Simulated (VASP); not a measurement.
# Pt (Fm-3m) in VASP: single point with PBE

Aim: the single point of Pt with PBE.

Program: VASP 6.6.1. These are calculated values, not measurements. Logs are shortened: lines on timing, memory, paths and dates and some standing lists are left out, and cuts for length are marked.

### Step 1. The cell of the first run

It takes space group Fm-3m (No. 225, cubic). The conventional cell has a = 3.986 Å, b = 3.986 Å, c = 3.986 Å, α = 90.00°, β = 90.00°, γ = 90.00°. Pt (site symmetry m-3m) has 12 Pt at 2.82 Å within 3.7 Å.

### Step 2. Single point, PBE (15.83 Å³/atom)

The input, INCAR:

```
SYSTEM = Pt
ALGO = Normal
EDIFF = 1E-6
ENCUT = 500
GGA = PE
GGA_COMPAT = .False.
ISIF = 2
ISMEAR = -1
LASPH = .True.
LCHARG = .False.
LREAL = .False.
LWAVE = .False.
NBANDS = 11
NELM = 120
PREC = Accurate
SIGMA = 0.05
```

The input, KPOINTS:

```
k-points
0
Gamma
  17 17 17
  0 0 0
```

The input, POSCAR:

```
Pt
1.0
    0.0000000000      1.9930213853      1.9930213853
    1.9930213853      0.0000000000      1.9930213853
    1.9930213853      1.9930213853      0.0000000000
Pt
1
Direct
    0.0000000000      0.0000000000      0.0000000000
```

Potentials or basis: VASP PAW PBE potentials, release 64 (Pt).

The run is started by

```
$ cat potpaw_PBE.64/Pt/POTCAR > POTCAR
$ mpirun -np 1 vasp_std > vasp.out
```

OUTCAR:

```text
SYSTEM = Pt
   EDIFF = 1E-6
   ENCUT = 500
   GGA = PE
   ISIF = 2
   ISMEAR = -1
   LASPH = .True.
   LREAL = .False.
   NELM = 120
   PREC = Accurate

 ion  position               nearest neighbor table
   1  0.000  0.000  0.000-

  LATTYP: Found a face centered cubic cell.
 ALAT       =     3.9860427706

  Lattice vectors:

 A1 = (   0.0000000000,   1.9930213853,   1.9930213853)
 A2 = (   1.9930213853,   0.0000000000,   1.9930213853)
 A3 = (   1.9930213853,   1.9930213853,   0.0000000000)

Analysis of symmetry for initial positions (statically):
=====================================================================
 Subroutine PRICEL returns:
 Original cell was already a primitive cell.

 Routine SETGRP: Setting up the symmetry group for a
 face centered cubic supercell.

 Subroutine GETGRP returns: Found 48 space group operations
 (whereof 48 operations were pure point group operations)
 out of a pool of 48 trial point group operations.

The static configuration has the point symmetry O_h .

Analysis of symmetry for dynamics (positions and initial velocities):
=====================================================================
 Subroutine PRICEL returns:
 Original cell was already a primitive cell.

 Routine SETGRP: Setting up the symmetry group for a
 face centered cubic supercell.

 Subroutine GETGRP returns: Found 48 space group operations
 (whereof 48 operations were pure point group operations)
 out of a pool of 48 trial point group operations.

The dynamic configuration has the point symmetry O_h .

 Subroutine INISYM returns: Found 48 space group operations
 (whereof 48 operations are pure point group operations),
 and found     1 'primitive' translations

----------------------------------------------------------------------------------------

                                     Primitive cell

  volume of cell :      15.8331

  direct lattice vectors                    reciprocal lattice vectors
     0.000000000  1.993021385  1.993021385    -0.250875381  0.250875381  0.250875381
     1.993021385  0.000000000  1.993021385     0.250875381 -0.250875381  0.250875381
     1.993021385  1.993021385  0.000000000     0.250875381  0.250875381 -0.250875381

  length of vectors
     2.818557873  2.818557873  2.818557873     0.434528907  0.434528907  0.434528907

  position of ions in fractional coordinates (direct lattice)
     0.000000000  0.000000000  0.000000000

  ion indices of the primitive-cell ions
   primitive index   ion index
                 1           1

----------------------------------------------------------------------------------------

 KPOINTS: k-points

Automatic generation of k-mesh.
 Grid dimensions read from file:
 generate k-points for:   17   17   17

 Generating k-lattice:

  Cartesian coordinates                     Fractional coordinates (reciprocal lattice)
    -0.014757375  0.014757375  0.014757375     0.058823529  0.000000000  0.000000000
     0.014757375 -0.014757375  0.014757375     0.000000000  0.058823529  0.000000000
     0.014757375  0.014757375 -0.014757375     0.000000000  0.000000000  0.058823529

  Length of vectors
     0.025560524  0.025560524  0.025560524

  Shift w.r.t. Gamma in fractional coordinates (k-lattice)
     0.000000000  0.000000000  0.000000000

 Subroutine IBZKPT returns following result:
 ===========================================

 Found    165 irreducible k-points:

 Following reciprocal coordinates:
            Coordinates               Weight
  0.000000  0.000000  0.000000      1.000000
  0.058824  0.000000  0.000000      8.000000
  0.117647  0.000000  0.000000      8.000000
  0.176471  0.000000  0.000000      8.000000
  0.235294  0.000000  0.000000      8.000000
  0.294118  0.000000  0.000000      8.000000
[... 16 lines left out ...]
 -0.176471  0.058824  0.000000     24.000000
 -0.117647  0.058824  0.000000     24.000000
 [... further k-points ...]
   k-points           NKPTS =    165   k-points in BZ     NKDIM =    165   number of bands    NBANDS=     11
   number of dos      NEDOS =    301   number of ions     NIONS =      1
   total plane-waves  NPLWV =  13824
   dimension x,y,z NGX =    24 NGY =   24 NGZ =   24
   dimension x,y,z NGXF=    48 NGYF=   48 NGZF=   48
   ions per type =               1
   NGX,Y,Z   is equivalent  to a cutoff of  14.16, 14.16, 14.16 a.u.
   NGXF,Y,Z  is equivalent  to a cutoff of  28.31, 28.31, 28.31 a.u.
 SYSTEM =  Pt
   PREC   = accura    normal or accurate (medium, high low for compatibility)
   ISTART =      0    job   : 0-new  1-cont  2-samecut
   ICHARG =      2    charge: 1-file 2-atom 10-const
   ISPIN  =      1    spin polarized calculation?
   LNONCOLLINEAR =      F non collinear calculations
   LSORBIT =      F    spin-orbit coupling
   LASPH  =      T    aspherical Exc in radial PAW
   ENCUT  =  500.0 eV  36.75 Ry    6.06 a.u.   5.14  5.14  5.14*2*pi/ulx,y,z
   NELM   =    120;   NELMIN=  2; NELMDL= -5     # of ELM steps
   EDIFF  = 0.1E-05   stopping-criterion for ELM
   LREAL  =      F    real-space projection
[... 7 lines left out ...]
   TEBEG  =    0.0;   TEEND  =   0.0 temperature during run
   PSTRESS=    0.0 pullay stress
   NELECT =      10.0000    total number of electrons
   NUPDOWN=      -1.0000    fix difference up-down
   EMIN   =  10.00;   EMAX   =-10.00  energy-range for DOS
   EFERMI =   0.00;   METHOD = LEGACY
   ISMEAR =    -1;   SIGMA  =   0.05  broadening in eV -4-tet -1-fermi 0-gaus
   EFERMI_NEDOS =   21; number of points for ismear=-14 and -15
   IALGO  =     38    algorithm
   IMIX   =      4    mixing-type and parameters
     AMIX     =   0.40;   BMIX     =  1.00
     AMIX_MAG =   1.60;   BMIX_MAG =  1.00
  volume/ion in A,a.u.               =      15.83       106.85
  Fermi-wavevector in a.u.,A,eV,Ry     =   1.404601  2.654310 26.842976  1.972903
  Thomas-Fermi vector in A             =   2.527146
   LORBIT       =      0    0 simple, 1 ext, 2 COOP (PROOUT), +10 PAW based schemes
   GGA     = PE    functional components
   LHFCALC =     F    Hartree Fock is set to
   AEXX    =    0.0000 exact exchange contribution
   IVDW    =     0    specifies the selected vdW correction
   LEPSILON=     F    determine dielectric tensor
   LRPA    =     F    only Hartree local field effects (RPA)
 non-spin polarized calculation
  energy-cutoff  :      500.00
  volume of cell :       15.83
 maximum number of plane-waves:       415
 NGX is ok and might be reduce to    24
   NGX = 11   NGY = 11   NGZ = 11

 number of electron      10.0000001 magnetization

 Free energy of the ion-electron system (eV)
  ---------------------------------------------------
  ext. energy  EPLUGINS =         0.00000000
  ---------------------------------------------------
  free energy    TOTEN  =        -6.10665722 eV

  energy without entropy =       -6.09068097  energy(sigma->0) =       -6.09866910

 E-fermi :  10.3455     XC(G=0): -13.1992

 val. band max:       10.3409425136   @ k =  -0.4706   0.0588   0.0000
 cond. band min:      10.3462061492   @ k =  -0.4706   0.1176   0.0000
 fundamental gap:      0.0052636356
 Fermi energy:        10.3455344775

 k-point     1 :       0.0000    0.0000    0.0000
  band No.  band energies     occupation
      1       0.6734      2.00000
      2       6.8547      2.00000
      3       6.8547      2.00000
      4       6.8547      2.00000
      5       8.8435      2.00000
      6       8.8435      2.00000
      7      25.1156      0.00000
      8      29.8087      0.00000
      9      29.8087      0.00000
     10      29.8087      0.00000
     11      34.9775      0.00000

 k-point     2 :       0.0588    0.0000    0.0000
  band No.  band energies     occupation
      1       0.8064      2.00000
      2       6.7976      2.00000
      3       6.9065      2.00000
      4       6.9065      2.00000
      5       8.8154      2.00000
      6       8.8154      2.00000
      7      25.3150      0.00000
      8      29.0728      0.00000
      9      30.0058      0.00000
     10      30.0058      0.00000
     11      35.7534      0.00000

 k-point     3 :       0.1176    0.0000    0.0000
  band No.  band energies     occupation
      1       1.1925      2.00000
      2       6.6539      2.00000
      3       7.0395      2.00000
      4       7.0395      2.00000
      5       8.7590      2.00000
      6       8.7590      2.00000
      7      25.8433      0.00000
      8      27.5599      0.00000
      9      30.5743      0.00000
     10      30.5743      0.00000
     11      36.1164      0.00000

 k-point     4 :       0.1765    0.0000    0.0000
  band No.  band energies     occupation
      1       1.7854      2.00000
      2       6.5045      2.00000
      3       7.1780      2.00000
      4       7.1780      2.00000
      5       8.7620      2.00000
      6       8.7620      2.00000
      7      25.7660      0.00000
      8      26.5159      0.00000
      9      31.4356      0.00000
     10      31.4356      0.00000
     11      34.3843      0.00000
[... 239 lines left out ...]
 k-point    22 :      -0.2353    0.0588    0.0000
  band No.  band energies     occupation
      1       2.8129      2.00000
      2       6.4326      2.00000
      3       7.2006      2.00000
      4       7.2771      2.00000
      5       8.7316      2.00000
      6       9.4167      2.00000
      7      23.2730      0.00000
      8      26.7267      0.00000
      9      30.7592      0.00000
     10      32.4236      0.00000
     11      34.0127      0.00000

 k-point    23 :      -0.1765    0.0588    0.0000
  band No.  band energies     occupation
      1       2.1240      2.00000
      2       6.3845      2.00000
      3       7.2430      2.00000
      4       7.2777      2.00000
      5       8.5179      2.00000
      6       9.0814      2.00000
      7      25.2258      0.00000
      8      26.7715      0.00000
      9      30.5533      0.00000
     10      32.6708      0.00000
     11      33.0703      0.00000

 k-point    24 :      -0.1176    0.0588    0.0000
  band No.  band energies     occupation
      1       1.4835      2.00000
      2       6.5219      2.00000
      3       7.1340      2.00000
      4       7.1617      2.00000
      5       8.5500      2.00000
      6       8.9191      2.00000
      7      26.2014      0.00000
      8      26.9814      0.00000
      9      30.0416      0.00000
     10      31.4725      0.00000
     11      35.0006      0.00000

 [... further k-points ...]

------------------------ aborting loop because EDIFF is reached ----------------------------------------

  FORCE on cell =-STRESS in cart. coord.  units (eV):
  Direction    XX          YY          ZZ          XY          YZ          ZX
  --------------------------------------------------------------------------------------
  -------------------------------------------------------------------------------------
  Total       -0.3276882     -0.3276882     -0.3276882      0.0000000      0.0000000      0.0000000
  in kB      -33.1593082    -33.1593082    -33.1593082      0.0000000      0.0000000      0.0000000
  external PRESSURE =     -33.1593082 kB  Pullay stress =       0.0000000 kB

 VOLUME and BASIS-vectors are now :
 -----------------------------------------------------------------------------
  energy-cutoff  :      500.00
  volume of cell :       15.83
      direct lattice vectors                 reciprocal lattice vectors
     0.000000000  1.993021385  1.993021385    -0.250875381  0.250875381  0.250875381
     1.993021385  0.000000000  1.993021385     0.250875381 -0.250875381  0.250875381
     1.993021385  1.993021385  0.000000000     0.250875381  0.250875381 -0.250875381

 POSITION                                       TOTAL-FORCE (eV/Angst)
 -----------------------------------------------------------------------------------
      0.00000      0.00000      0.00000         0.000000     -0.000000      0.000000
 -----------------------------------------------------------------------------------
    total drift:                               -0.000000      0.000000      0.000000

  FREE ENERGIE OF THE ION-ELECTRON SYSTEM (eV)
  ---------------------------------------------------
  free  energy   TOTEN  =        -6.1066572171 eV

  energy  without entropy=       -6.0906809734  energy(sigma->0) =       -6.09866910
```

Wall time 43 s (1 thread of Intel Xeon 8259CL, shared host); peak memory 0.16 GiB.

What came out:

| Item | Value |
| --- | --- |
| Free energy | -6.1067 eV |
| Pressure | -3.3 GPa |
| Band gap on the k mesh | zero (bands 5 and 6 overlap by 2.00 eV) |

Caveat: the cell stands under tension; spin-orbit coupling is left out, which moves the levels of the heavy elements.
